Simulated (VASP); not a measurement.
Set up this calculation in VASP 6.6.1, as the native input.

```
Task                   : single point
Functional             : PBE
Potentials or basis    : VASP PAW PBE potentials, release 64 (Al, Cu, H)
Cutoff                 : 520 eV
k mesh                 : 9 × 9 × 1
Occupations            : gaussian, width 0.1 eV
Spin                   : no spin polarisation
Dipole correction      : yes
Further INCAR settings : ALGO = Normal; EDIFF = 1e-06; NBANDS = 26
```

The structure of Al4Cu2H lies in POSCAR:

```
Al4Cu2H
1.0
    4.0889418899      0.0000000000      0.0000000000
    2.0442840433      3.5412354524      0.0000000000
    0.0000000000      0.0000000000     20.3610078836
Al Cu H
4 2 1
Direct
    0.6667174561      0.6667174561      0.1964539291
    0.3334044385      0.3334044385      0.2784404877
    0.0000542489      0.0000542489      0.3605162434
    0.6667259434      0.6667259434      0.4351949537
    0.0000609473      0.0000609473      0.2374472084
    0.3333908767      0.3333908767      0.4027831442
    1.2222814990      1.5556148323      0.4720488343
```

These files were run (other wordings do the same):

INCAR

```
PREC     = Accurate       # precision mode
ENCUT    = 520            # plane-wave cutoff, eV
EDIFF    = 1E-6           # SCF threshold, eV
ISMEAR   = 0              # smearing method
SIGMA    = 0.1            # smearing width, eV
LREAL    = F              # projectors in reciprocal space
LASPH    = T              # aspherical terms in the spheres
NELM     = 80             # most SCF steps
ALGO     = Normal         # electronic algorithm
ISIF     = 2              # what is computed and relaxed
LWAVE    = F              # write WAVECAR
LCHARG   = F              # write CHGCAR
LDIPOL   = T            
IDIPOL   = 3            
DIPOL    = 0.5 0.5 0.340
GGA      = PE             # functional
NBANDS   = 26             # bands
```

KPOINTS

```
regular mesh
0
Gamma
  9 9 1
```

Potentials or basis: VASP PAW PBE potentials, release 64 (Al, Cu, H).

Run with:

```console
$ cat potpaw_PBE.64/Al/POTCAR potpaw_PBE.64/Cu/POTCAR potpaw_PBE.64/H/POTCAR > POTCAR
$ mpirun -np 1 vasp_std > vasp.out
```

It gave:

| Property | Result |
| --- | --- |
| Largest force | 0.564 eV/Å |
| Band gap on the k mesh | zero (an odd number of electrons rules out a gap without spin polarisation) |

Run time: 4.4 min on 1 thread of AMD EPYC 9R45 96-Core Processor (Zen 5) (shared host), peak memory 0.51 GiB.
